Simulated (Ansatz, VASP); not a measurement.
ZnS: VASP beside Ansatz

```
Zn S
1.0
     2.67777    2.67777    0.00000
    -2.67777    2.67777    0.00000
     0.00000    2.67777    2.67777
Zn S
1 1
Direct
  0.75000 0.25000 0.50000
  0.00000 0.00000 0.00000
```

Alike in both runs: functional PBEsol; k mesh 12 × 12 × 12; occupations fermi-dirac, width 0.08 eV; no spin polarisation.

Ansatz relaxed the structure, and its values are those at the end. VASP's run is a single point on that final structure, the one shown.

|  | VASP | Ansatz |
| --- | --- | --- |
| version | VASP 6.6.1 | Ansatz 0.2.0 |
| potentials or method | VASP PAW PBE potentials, release 64 (Zn, S) | PAW with Ansatz's default frozen-core files, scalar-relativistic |
| plane-wave cutoff (eV) | 500 | 420 |
| valence electrons in the cell | 18 | 18 |

```csv
,VASP,Ansatz,Ansatz less VASP
pressure (GPa),0.2,0.0,-0.18
```

VASP's potentials were made for PBE, not for PBEsol.
